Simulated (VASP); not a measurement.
Set up this calculation in VASP 6.6.1, as the native input.

```yaml
Task: single point
Functional: r2SCAN
Potentials_or_basis: VASP PAW PBE potentials, release 64 (In_d, As)
Cutoff: 520 eV
k_mesh: 16 × 16 × 16
Occupations: gaussian, width 0.15 eV
Spin: no spin polarisation
Dipole_correction: no
Further_INCAR_settings: ALGO = Normal; EDIFF = 1e-06; NBANDS = 16
```

InAs:

```
CELL_PARAMETERS angstrom
-0.62355 2.60172 2.60172
2.60172 -0.62355 2.60172
2.60172 2.60172 -0.62355
ATOMIC_POSITIONS crystal
In 0.50000 0.50000 0.50000
As 0.00000 0.00000 0.00000
```

This cell differs from its parent crystal: ratio of the length along [111] to the lengths across it x 0.71, volume and fractional coordinates fixed.

The input as run:

POSCAR

```
InAs
1.0
   -0.6235525200      2.6017191353      2.6017191353
    2.6017191353     -0.6235525200      2.6017191353
    2.6017191353      2.6017191353     -0.6235525200
In As
1 1
Direct
    0.5000000000      0.5000000000      0.5000000000
    0.0000000000      0.0000000000      0.0000000000
```

INCAR.step1

```
PREC = Accurate
ENCUT = 520
ISMEAR = 0
SIGMA = 0.15
LREAL = False
LASPH = True
NELM = 100
NBANDS = 16
GGA = PE
ALGO = Normal
EDIFF = 1E-4
LWAVE = True
LCHARG = False
```

INCAR.step2

```
PREC = Accurate
ENCUT = 520
EDIFF = 1E-6
ISMEAR = 0
SIGMA = 0.15
LREAL = False
LASPH = True
NELM = 100
ALGO = Normal
ISIF = 2
LWAVE = False
LCHARG = False
METAGGA = R2SCAN
LMIXTAU = True
NBANDS = 16
ISTART = 1
```

KPOINTS

```
regular mesh
0
Gamma
  16 16 16
```

Potentials or basis: VASP PAW PBE potentials, release 64 (In_d, As).

Launch:

```console
$ cat potpaw_PBE.64/In_d/POTCAR potpaw_PBE.64/As/POTCAR > POTCAR
$ cp INCAR.step1 INCAR
$ mpirun -np 1 vasp_std > vasp.out
$ cp INCAR.step2 INCAR
$ mpirun -np 1 vasp_std > vasp.out
```

Results of the run:

```json
{
 "Pressure": "-2.2 GPa",
 "Band gap on the k mesh": "zero (bands 9 and 10 overlap by 1.79 eV)"
}
```

Caveat: the PAW data sets were made with another functional, which shifts forces and pressure a little; spin-orbit coupling is left out, which moves the levels of the heavy elements.

Wall time 6.7 min on 1 thread of AMD EPYC 9R45 96-Core Processor (Zen 5), on a shared host, peak memory 0.41 GiB.
